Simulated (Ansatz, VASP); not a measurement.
Cr: VASP beside Ansatz

INCAR

```
SYSTEM = Cr
PREC = Accurate
ENCUT = 520
EDIFF = 1E-7
ISMEAR = -1
SIGMA = 0.1
LREAL = .FALSE.
LASPH = .TRUE.
NELM = 80
ALGO = Normal
ISIF = 2
LWAVE = .FALSE.
LCHARG = .TRUE.
GGA = RE
LELF = .TRUE.
LVHAR = .TRUE.
NBANDS = 25
```

The input KPOINTS:

```
Automatic mesh
0
G
  10 10 15
  0 0 0
```

File POSCAR:

```
Cr
1.0
    4.1964022404      0.0000000000      0.0000000000
   -2.0982011202      3.6341909447      0.0000000000
    0.0000000000      0.0000000000      2.2729644328
Cr
3
Direct
    0.0000000000      1.0000000000      0.0000000000
    0.3333333333      0.6666666667      0.5000000000
    0.6666666667      0.3333333333      0.5000000000
```

Input for Ansatz:

```yaml
crystal:
  lattice:
    - [4.1964022404, 0.0, 0.0]
    - [-2.0982011202, 3.6341909447, 0.0]
    - [0.0, 0.0, 2.2729644328]
  atoms:
    - { symbol: Cr, position: [0.0, 1.0, 0.0] }
    - { symbol: Cr, position: [0.3333333333, 0.6666666667, 0.5] }
    - { symbol: Cr, position: [0.6666666667, 0.3333333333, 0.5] }
hamiltonian:
  xc: revpbe
  pseudopotentials:
    kind: paw
    azcp:
      Cr: "pseudopotentials/Cr.paw.azcp"
basis:
  ecutwfc: 420
  fft_grid_basis: typed
kpoints:
  mp_grid: { grid: [10, 10, 15], shift: [0, 0, 0] }
magnetization:
  spin_polarized: false
scf:
  occupations: { method: fermi_dirac, width: 0.1 }
  lower_state_search: "off"
output:
  stress: true
```

Alike in both runs: task single point; functional revPBE; k mesh 10 × 10 × 15; occupations fermi-dirac, width 0.1 eV; no spin polarisation.

|  | VASP | Ansatz |
| --- | --- | --- |
| version | VASP 6.6.1 | Ansatz 0.2.0 |
| potentials or method | VASP PAW PBE potentials, release 64 (Cr_pv), cutoff 520 eV | plane waves (420 eV) with PAW, scalar-relativistic |
| valence electrons in the cell | 36 | 42 |

```tsv
	VASP	Ansatz	Ansatz less VASP
pressure (GPa)	9.8	10.1	+0.29
traceless stress, the component that is largest in VASP (GPa)	0.90	0.87	-0.023
```

VASP's potentials were made for PBE, not for revPBE. VASP's potentials hold 36 valence electrons a cell and Ansatz's 42, so a difference there can come from the potentials and not from the codes.
